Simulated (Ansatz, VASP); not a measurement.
## AgPdCl3: VASP beside Ansatz

```
Ag Pd Cl
1.0
     6.46635    0.00000    0.00000
    -3.23317    5.60002    0.00000
     0.00000    0.00000    6.60096
Ag Pd Cl
2 2 6
Direct
  0.00000 0.00000 0.50000
  0.00000 0.00000 0.00000
  0.33333 0.66667 0.75000
  0.66667 0.33333 0.25000
  0.17682 0.35365 0.25000
  0.82318 0.17682 0.75000
  0.82318 0.64635 0.75000
  0.17682 0.82318 0.25000
  0.64635 0.82318 0.25000
  0.35365 0.17682 0.75000
```

Alike in both runs: functional PBE; k mesh 3 × 3 × 4; occupations gaussian, width 0.1 eV; no spin polarisation.

Ansatz relaxed the structure, and its values are those at the end. VASP's run is a single point on that final structure, the one shown.

|  | VASP | Ansatz |
| --- | --- | --- |
| version | VASP 6.6.1 | Ansatz 0.2.0 |
| potentials or method | VASP PAW PBE potentials, release 64 (Ag, Pd, Cl), cutoff 520 eV | scalar-relativistic, plane waves, PAW |
| valence electrons in the cell | 84 | 116 |

|  | VASP | Ansatz | Ansatz less VASP |
| --- | --- | --- | --- |
| gap on the k mesh at the Fermi level (eV) | none | none | - |
| pressure (GPa) | -0.1 | 0.1 | +0.12 |
| rms of the force components (eV/Å) | 0.012 | 0.008 | -0.0039 |

A gap of «none» marks a metal or a gap that the smearing closes. VASP's potentials hold 84 valence electrons a cell and Ansatz's 116, so a difference there can come from the potentials and not from the codes.

The k mesh is coarse, so the values compare programs but aren't converged.
